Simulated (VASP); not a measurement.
# S (P6_3/mmc) in VASP: a series of runs

The runs below take S through single point, relaxation of cell and atoms, with r2SCAN.

Program: VASP 6.6.1. These are calculated values, not measurements. Logs are shortened: lines on timing, memory, paths and dates and some standing lists are left out, and cuts for length are marked.

**1. The cell of the first run**

Symmetry: P6_3/mmc, No. 194, hexagonal system. The conventional cell has a = 3.269 Å, b = 3.269 Å, c = 3.590 Å, α = 90.00°, β = 90.00°, γ = 120.00°. S (site symmetry -6m2) has 12 S at 2.60 to 3.27 Å within 3.4 Å.

This isn't the form of S at room conditions, which is orthorhombic, of S8 rings.

**2. Single point, r2SCAN**

Input file POSCAR:

```
S
1.0
    3.2690080870      0.0000000000      0.0000000000
   -1.6345040435      2.8310440485      0.0000000000
    0.0000000000      0.0000000000      3.5898665225
S
2
Direct
    0.3333333333      0.6666666667      0.2500000000
    0.6666666667      0.3333333333      0.7500000000
```

Input file INCAR.step1:

```
SYSTEM = S
PREC = Accurate ; ENCUT = 520
ISMEAR = 0 ; SIGMA = 0.1
LREAL = .False. ; LASPH = .True.
NELM = 100 ; NBANDS = 13
GGA = PE ; ALGO = Normal
EDIFF = 1E-4 ; LWAVE = .True.
LCHARG = .False.
```

Input file INCAR.step2:

```
SYSTEM = S
PREC = Accurate ; ENCUT = 520
EDIFF = 1E-7 ; ISMEAR = 0
SIGMA = 0.1 ; LREAL = .False.
LASPH = .True. ; NELM = 100
ALGO = Normal ; ISIF = 2
LWAVE = .False. ; LCHARG = .False.
METAGGA = R2SCAN ; LMIXTAU = .True.
NBANDS = 13 ; ISTART = 1
```

Input file KPOINTS:

```
Automatic mesh
0
Gamma
  6 6 4
  0 0 0
```

Potentials or basis: VASP PAW PBE potentials, release 64 (S).

Launch:

```bash
> cat potpaw_PBE.64/S/POTCAR > POTCAR
> cp INCAR.step1 INCAR
> mpirun -np 1 vasp_std > vasp.out
> cp INCAR.step2 INCAR
> mpirun -np 1 vasp_std > vasp.out
```

OUTCAR:

```text
SYSTEM = S
   PREC = Accurate
   ENCUT = 520
   EDIFF = 1E-7
   ISMEAR = 0
   LREAL = .False.
   LASPH = .True.
   NELM = 100
   ISIF = 2
   METAGGA = R2SCAN
   ISTART = 1

 ion  position               nearest neighbor table
   1  0.333  0.667  0.250-   2 2.60   2 2.60   2 2.60   2 2.60   2 2.60   2 2.60
   2  0.667  0.333  0.750-   1 2.60   1 2.60   1 2.60   1 2.60   1 2.60   1 2.60

  LATTYP: Found a hexagonal cell.
 ALAT       =     3.2690080870
 C/A-ratio  =     1.0981516188

  Lattice vectors:

 A1 = (   3.2690080870,   0.0000000000,   0.0000000000)
 A2 = (  -1.6345040435,   2.8310440485,   0.0000000000)
 A3 = (   0.0000000000,   0.0000000000,   3.5898665225)

Analysis of symmetry for initial positions (statically):
=====================================================================
 Subroutine PRICEL returns:
 Original cell was already a primitive cell.

 Routine SETGRP: Setting up the symmetry group for a
 hexagonal supercell.

 Subroutine GETGRP returns: Found 24 space group operations
 (whereof 12 operations were pure point group operations)
 out of a pool of 24 trial point group operations.

The static configuration has the point symmetry D_3d.
 The point group associated with its full space group is D_6h.

Analysis of symmetry for dynamics (positions and initial velocities):
=====================================================================
 Subroutine PRICEL returns:
 Original cell was already a primitive cell.

 Routine SETGRP: Setting up the symmetry group for a
 hexagonal supercell.

 Subroutine GETGRP returns: Found 24 space group operations
 (whereof 12 operations were pure point group operations)
 out of a pool of 24 trial point group operations.

The dynamic configuration has the point symmetry D_3d.
 The point group associated with its full space group is D_6h.

 Subroutine INISYM returns: Found 24 space group operations
 (whereof 12 operations are pure point group operations),
 and found     1 'primitive' translations

----------------------------------------------------------------------------------------

                                     Primitive cell

  volume of cell :      33.2232

  direct lattice vectors                    reciprocal lattice vectors
     3.269008087  0.000000000  0.000000000     0.305903189  0.176613289  0.000000000
    -1.634504044  2.831044048  0.000000000     0.000000000  0.353226577  0.000000000
     0.000000000  0.000000000  3.589866522     0.000000000  0.000000000  0.278561889

  length of vectors
     3.269008087  3.269008087  3.589866522     0.353226577  0.353226577  0.278561889

  position of ions in fractional coordinates (direct lattice)
     0.333333333  0.666666667  0.250000000
     0.666666667  0.333333333  0.750000000

  ion indices of the primitive-cell ions
   primitive index   ion index
                 1           1
                 2           2

----------------------------------------------------------------------------------------

 KPOINTS: Automatic mesh

Automatic generation of k-mesh.
 Grid dimensions read from file:
 generate k-points for:    6    6    4

 Generating k-lattice:

  Cartesian coordinates                     Fractional coordinates (reciprocal lattice)
     0.050983865  0.029435548  0.000000000     0.166666667  0.000000000  0.000000000
     0.000000000  0.058871096  0.000000000     0.000000000  0.166666667  0.000000000
     0.000000000  0.000000000  0.069640472     0.000000000  0.000000000  0.250000000

  Length of vectors
     0.058871096  0.058871096  0.069640472

  Shift w.r.t. Gamma in fractional coordinates (k-lattice)
     0.000000000  0.000000000  0.000000000

 Subroutine IBZKPT returns following result:
 ===========================================

 Found     21 irreducible k-points:

 Following reciprocal coordinates:
            Coordinates               Weight
  0.000000  0.000000  0.000000      1.000000
  0.166667  0.000000  0.000000      6.000000
  0.333333  0.000000  0.000000      6.000000
  0.500000  0.000000  0.000000      3.000000
  0.166667  0.166667  0.000000      6.000000
  0.333333  0.166667  0.000000     12.000000
[... 13 lines left out ...]
  0.333333  0.166667  0.500000     12.000000
  0.333333  0.333333  0.500000      2.000000
   k-points           NKPTS =     21   k-points in BZ     NKDIM =     21   number of bands    NBANDS=     13
   number of dos      NEDOS =    301   number of ions     NIONS =      2
   total plane-waves  NPLWV =  16128
   dimension x,y,z NGX =    24 NGY =   24 NGZ =   28
   dimension x,y,z NGXF=    48 NGYF=   48 NGZF=   56
   ions per type =               2
   NGX,Y,Z   is equivalent  to a cutoff of  12.21, 12.21, 12.97 a.u.
   NGXF,Y,Z  is equivalent  to a cutoff of  24.41, 24.41, 25.93 a.u.
 SYSTEM =  S
   PREC   = accura    normal or accurate (medium, high low for compatibility)
   ISTART =      1    job   : 0-new  1-cont  2-samecut
   ICHARG =      0    charge: 1-file 2-atom 10-const
   ISPIN  =      1    spin polarized calculation?
   LNONCOLLINEAR =      F non collinear calculations
   LSORBIT =      F    spin-orbit coupling
   LASPH  =      T    aspherical Exc in radial PAW
   ENCUT  =  520.0 eV  38.22 Ry    6.18 a.u.   6.08  6.08  6.67*2*pi/ulx,y,z
   NELM   =    100;   NELMIN=  2; NELMDL=  0     # of ELM steps
   EDIFF  = 0.1E-06   stopping-criterion for ELM
   LREAL  =      F    real-space projection
   EDIFFG = 0.1E-05   stopping-criterion for IOM
   NSW    =      0    number of steps for IOM
   IBRION =     -1    ionic relax: 0-MD 1-quasi-New 2-CG
   NFREE  =      0    steps in history (QN), initial steepest desc. (CG)
   ISIF   =      2    stress and relaxation
   ISYM   =      2    0-nonsym 1-usesym 2-fastsym
   POTIM  = 0.5000    time-step for ionic-motion
   TEBEG  =    0.0;   TEEND  =   0.0 temperature during run
   PSTRESS=    0.0 pullay stress
   NELECT =      12.0000    total number of electrons
   NUPDOWN=      -1.0000    fix difference up-down
   EMIN   =  10.00;   EMAX   =-10.00  energy-range for DOS
   EFERMI =   0.00;   METHOD = LEGACY
   ISMEAR =     0;   SIGMA  =   0.10  broadening in eV -4-tet -1-fermi 0-gaus
   EFERMI_NEDOS =   21; number of points for ismear=-14 and -15
   IALGO  =     38    algorithm
   IMIX   =      4    mixing-type and parameters
     AMIX     =   0.40;   BMIX     =  1.00
     AMIX_MAG =   1.60;   BMIX_MAG =  1.00
  volume/ion in A,a.u.               =      16.61       112.10
  Fermi-wavevector in a.u.,A,eV,Ry     =   1.165883  2.203199 18.494168  1.359283
  Thomas-Fermi vector in A             =   2.302403
   LORBIT       =      0    0 simple, 1 ext, 2 COOP (PROOUT), +10 PAW based schemes
   METAGGA = R2SCAN    functional components
   LHFCALC =     F    Hartree Fock is set to
   AEXX    =    0.0000 exact exchange contribution
   IVDW    =     0    specifies the selected vdW correction
   LEPSILON=     F    determine dielectric tensor
   LRPA    =     F    only Hartree local field effects (RPA)
 non-spin polarized calculation
 Gauss-broadening in eV      SIGMA  =   0.10
  energy-cutoff  :      520.00
  volume of cell :       33.22
 maximum number of plane-waves:       912
   NGX = 13   NGY = 13   NGZ = 13

 number of electron      11.9999996 magnetization

 Free energy of the ion-electron system (eV)
  ---------------------------------------------------
  ext. energy  EPLUGINS =         0.00000000
  ---------------------------------------------------
  free energy    TOTEN  =       -14.12445282 eV

  energy without entropy =      -14.12020487  energy(sigma->0) =      -14.12232884

 E-fermi :   6.7123     XC(G=0): -11.4150

 val. band max:        6.6169118178   @ k =   0.3333   0.1667   0.2500
 cond. band min:       6.8074202832   @ k =   0.0000   0.0000   0.5000
 fundamental gap:      0.1905084653
 Fermi energy:         6.7122724133

 k-point     1 :       0.0000    0.0000    0.0000
  band No.  band energies     occupation
      1     -10.7163      2.00000
      2      -2.6236      2.00000
      3       0.8711      2.00000
      4       4.6213      2.00000
      5       4.6213      2.00000
      6       8.0777      0.00000
      7       8.0777      0.00000
      8      11.1778      0.00000
      9      11.9959      0.00000
     10      17.3119      0.00000
     11      18.2907      0.00000
     12      18.2907      0.00000
     13      19.2631      0.00000

 k-point     2 :       0.1667    0.0000    0.0000
  band No.  band energies     occupation
      1     -10.3019      2.00000
      2      -3.0137      2.00000
      3       1.2714      2.00000
      4       3.5246      2.00000
      5       3.9537      2.00000
      6       7.4752      0.00000
      7       8.7158      0.00000
      8       9.9483      0.00000
      9      13.2898      0.00000
     10      16.1122      0.00000
     11      18.4448      0.00000
     12      18.6276      0.00000
     13      19.4148      0.00000

 k-point     3 :       0.3333    0.0000    0.0000
  band No.  band energies     occupation
      1      -9.1400      2.00000
      2      -4.4453      2.00000
      3       2.3923      2.00000
      4       2.5885      2.00000
      5       3.0564      2.00000
      6       6.4659      1.99951
      7       7.5690      0.00000
      8       9.3752      0.00000
      9      12.4313      0.00000
     10      17.3654      0.00000
     11      18.1627      0.00000
     12      18.5288      0.00000
     13      20.5358      0.00000
[... 257 lines left out ...]
 k-point    20 :       0.3333    0.1667    0.5000
  band No.  band energies     occupation
      1      -6.3064      2.00000
      2      -6.3064      2.00000
      3       0.0146      2.00000
      4       0.0146      2.00000
      5       3.7922      2.00000
      6       3.7922      2.00000
      7       9.8738      0.00000
      8       9.8738      0.00000
      9      17.2941      0.00000
     10      17.2941      0.00000
     11      21.0839      0.00000
     12      21.0839      0.00000
     13      22.0957      0.00000

 k-point    21 :       0.3333    0.3333    0.5000
  band No.  band energies     occupation
      1      -5.9583      2.00000
      2      -5.9583      2.00000
      3      -0.1894      2.00000
      4      -0.1894      2.00000
      5       2.6462      2.00000
      6       2.6462      2.00000
      7      10.7949      0.00000
      8      10.7949      0.00000
      9      18.7728      0.00000
     10      18.7728      0.00000
     11      21.2020      0.00000
     12      21.2020      0.00000
     13      22.5307      0.00000

------------------------ aborting loop because EDIFF is reached ----------------------------------------

  FORCE on cell =-STRESS in cart. coord.  units (eV):
  Direction    XX          YY          ZZ          XY          YZ          ZX
  --------------------------------------------------------------------------------------
  -------------------------------------------------------------------------------------
  Total       -0.0472159     -0.0472159     -0.0608015      0.0000000      0.0000000      0.0000000
  in kB       -2.2769711     -2.2769711     -2.9321371      0.0000000      0.0000000      0.0000000
  external PRESSURE =      -2.4953598 kB  Pullay stress =       0.0000000 kB

 VOLUME and BASIS-vectors are now :
 -----------------------------------------------------------------------------
  energy-cutoff  :      520.00
  volume of cell :       33.22
      direct lattice vectors                 reciprocal lattice vectors
     3.269008087  0.000000000  0.000000000     0.305903189  0.176613289  0.000000000
    -1.634504044  2.831044048  0.000000000     0.000000000  0.353226577  0.000000000
     0.000000000  0.000000000  3.589866522     0.000000000  0.000000000  0.278561889

 POSITION                                       TOTAL-FORCE (eV/Angst)
 -----------------------------------------------------------------------------------
     -0.00000      1.88736      0.89747        -0.000000      0.000000      0.000000
      1.63450      0.94368      2.69240         0.000000      0.000000      0.000000
 -----------------------------------------------------------------------------------
    total drift:                               -0.000000      0.000000      0.000000

  FREE ENERGIE OF THE ION-ELECTRON SYSTEM (eV)
  ---------------------------------------------------
  free  energy   TOTEN  =       -14.1244528193 eV

  energy  without entropy=      -14.1202048699  energy(sigma->0) =      -14.12232884
```

Wall time 13 s (1 thread of Intel Xeon 6975P-C (Granite Rapids), shared host); peak memory 0.14 GiB.

Results:

| Property | Result |
| --- | --- |
| Free energy | -14.1245 eV |
| Pressure | -0.2 GPa |
| Band gap on the k mesh | zero (bands 6 and 7 overlap by 2.67 eV) |

Caveat: the k points lie up to 0.44 Å⁻¹ apart, too coarse for converged energies and pressures of a metal; the PAW data sets were made with another functional, which shifts forces and pressure a little.

**3. Single point, r2SCAN**

This run uses another cell than the first one, of 17.00 Å³/atom.

Input file POSCAR:

```
S
1.0
    3.3356222312      0.0000000000      0.0000000000
   -1.6678111156      2.8887335896      0.0000000000
    0.0000000000      0.0000000000      3.5294567630
S
2
Direct
    0.3333333333      0.6666666667      0.2500000000
    0.6666666667      0.3333333333      0.7500000000
```

Input file INCAR.step1:

```
ALGO = Normal ; EDIFF = 1E-4
ENCUT = 520 ; GGA = PE
ISMEAR = 0 ; LASPH = True
LCHARG = False ; LREAL = False
LWAVE = True ; NBANDS = 13
NELM = 80 ; PREC = Accurate
SIGMA = 0.1
```

Input file INCAR.step2:

```
ALGO = Normal ; EDIFF = 1E-6
ENCUT = 520 ; ISIF = 2
ISMEAR = 0 ; ISTART = 1
LASPH = True ; LCHARG = True
LELF = True ; LMIXTAU = True
LREAL = False ; LVHAR = True
LWAVE = False ; METAGGA = R2SCAN
NBANDS = 13 ; NELM = 80
PREC = Accurate ; SIGMA = 0.1
```

Input file KPOINTS:

```
k-points
0
Gamma
  6 6 6
```

Potentials or basis: VASP PAW PBE potentials, release 64 (S).

Launch:

```bash
> cat potpaw_PBE.64/S/POTCAR > POTCAR
> cp INCAR.step1 INCAR
> mpirun -np 1 vasp_std > vasp.out
> cp INCAR.step2 INCAR
> mpirun -np 1 vasp_std > vasp.out
```

OUTCAR:

```text
EDIFF = 1E-6
   ENCUT = 520
   ISIF = 2
   ISMEAR = 0
   ISTART = 1
   LASPH = True
   LREAL = False
   METAGGA = R2SCAN
   NELM = 80
   PREC = Accurate

 ion  position               nearest neighbor table
   1  0.333  0.667  0.250-   2 2.61   2 2.61   2 2.61   2 2.61   2 2.61   2 2.61
   2  0.667  0.333  0.750-   1 2.61   1 2.61   1 2.61   1 2.61   1 2.61   1 2.61

  LATTYP: Found a hexagonal cell.
 ALAT       =     3.3356222312
 C/A-ratio  =     1.0581104569

  Lattice vectors:

 A1 = (   3.3356222312,   0.0000000000,   0.0000000000)
 A2 = (  -1.6678111156,   2.8887335896,   0.0000000000)
 A3 = (   0.0000000000,   0.0000000000,   3.5294567630)

Analysis of symmetry for initial positions (statically):
=====================================================================
 Subroutine PRICEL returns:
 Original cell was already a primitive cell.

 Routine SETGRP: Setting up the symmetry group for a
 hexagonal supercell.

 Subroutine GETGRP returns: Found 24 space group operations
 (whereof 12 operations were pure point group operations)
 out of a pool of 24 trial point group operations.

The static configuration has the point symmetry D_3d.
[... 179 lines left out ...]
      7       7.6152      0.00000
      8      10.6842      0.00000
      9      11.5574      0.00000
     10      16.6321      0.00000
     11      17.9944      0.00000
     12      17.9944      0.00000
     13      18.9112      0.00000
[... 354 lines left out ...]
  band No.  band energies     occupation
      1      -7.0738      2.00000
      2      -7.0738      2.00000
      3       0.6516      2.00000
      4       0.6516      2.00000
      5       4.9798      2.00000
      6       4.9798      2.00000
      7       8.2784      0.00000
      8       8.2784      0.00000
      9      16.0343      0.00000
     10      16.0343      0.00000
     11      19.5697      0.00000
     12      19.5697      0.00000
     13      21.1941      0.00000

 [... further k-points ...]

------------------------ aborting loop because EDIFF is reached ----------------------------------------

  FORCE on cell =-STRESS in cart. coord.  units (eV):
  Direction    XX          YY          ZZ          XY          YZ          ZX
  --------------------------------------------------------------------------------------
  -------------------------------------------------------------------------------------
  Total       -0.0040125     -0.0040125     -0.1402022      0.0000000     -0.0000000      0.0000000
  in kB       -0.1890328     -0.1890328     -6.6050064      0.0000000     -0.0000000      0.0000000
  external PRESSURE =      -2.3276907 kB  Pullay stress =       0.0000000 kB

 VOLUME and BASIS-vectors are now :
 -----------------------------------------------------------------------------
  energy-cutoff  :      520.00
  volume of cell :       34.01
      direct lattice vectors                 reciprocal lattice vectors
     3.335622231  0.000000000  0.000000000     0.299794141  0.173086228  0.000000000
    -1.667811116  2.888733590  0.000000000     0.000000000  0.346172456  0.000000000
     0.000000000  0.000000000  3.529456763     0.000000000  0.000000000  0.283329721

 POSITION                                       TOTAL-FORCE (eV/Angst)
 -----------------------------------------------------------------------------------
     -0.00000      1.92582      0.88236        -0.000000      0.000000      0.000000
      1.66781      0.96291      2.64709         0.000000     -0.000000      0.000000
 -----------------------------------------------------------------------------------
    total drift:                                0.000000     -0.000000      0.000000

  FREE ENERGIE OF THE ION-ELECTRON SYSTEM (eV)
  ---------------------------------------------------
  free  energy   TOTEN  =       -14.1790842200 eV

  energy  without entropy=      -14.1722291799  energy(sigma->0) =      -14.17565670
```

OSZICAR.step1:

```text
N       E                     dE             d eps       ncg     rms          rms(c)
DAV:   1     0.447885300986E+02    0.44789E+02   -0.56633E+03   728   0.822E+02
DAV:   2    -0.436404370126E+01   -0.49153E+02   -0.46944E+02  1068   0.139E+02
DAV:   3    -0.653748159321E+01   -0.21734E+01   -0.21666E+01   963   0.304E+01
DAV:   4    -0.655467298271E+01   -0.17191E-01   -0.17189E-01   887   0.335E+00
DAV:   5    -0.655487772940E+01   -0.20475E-03   -0.20474E-03   986   0.360E-01    0.128E+01
DAV:   6    -0.655688997244E+01   -0.20122E-02   -0.23049E-03   858   0.353E-01    0.768E+00
DAV:   7    -0.655905827689E+01   -0.21683E-02   -0.45610E-03   918   0.505E-01    0.113E-01
DAV:   8    -0.655908346910E+01   -0.25192E-04   -0.21621E-04   865   0.955E-02
   1 F= -.65590835E+01 E0= -.65553394E+01  d E =-.748818E-02
```

Run time: 25 s. Hardware: 1 thread of Intel Xeon 6975P-C (Granite Rapids), shared host; peak memory 0.15 GiB.

What came out:

```yaml
Free_energy: -14.1791 eV
Pressure: -0.2 GPa
Band_gap_on_the_k_mesh: zero (bands 6 and 7 overlap by 2.30 eV)
```

Stress tensor (GPa, compression positive):
```
-0.02  0.00  0.00
 0.00 -0.02  0.00
 0.00  0.00 -0.66
```

Caveat: the k points lie up to 0.36 Å⁻¹ apart, too coarse for converged energies and pressures of a metal; the PAW data sets were made with another functional, which shifts forces and pressure a little.

(Continued in part 2 of 2.)
